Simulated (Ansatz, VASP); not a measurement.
**One calculation of LiF, two programs**

```
CELL_PARAMETERS angstrom
0.00000 2.36423 2.36423
2.36423 0.00000 2.36423
2.36423 2.36423 0.00000
ATOMIC_POSITIONS crystal
Li 0.00000 0.00000 0.00000
F 0.50000 0.50000 0.50000
```

Alike in both runs: task single point; functional PBE; k mesh 8 × 8 × 8; occupations gaussian, width 0.02 eV; no spin polarisation.

|  | VASP | Ansatz |
| --- | --- | --- |
| version | VASP 6.6.1 | Ansatz 0.2.0 |
| potentials or method | VASP PAW PBE potentials, release 64 (Li_sv, F), cutoff 750 eV | scalar-relativistic, plane waves, PAW |
| valence electrons in the cell | 10 | 10 |

|  | VASP | Ansatz | Ansatz less VASP |
| --- | --- | --- | --- |
| gap on the k mesh at the Fermi level (eV) | 5.89 | 5.89 | 0.000 |
| least direct gap on the mesh (eV) | 5.89 | 5.89 | 0.000 |
| pressure (GPa) | -12.3 | -12.0 | +0.34 |
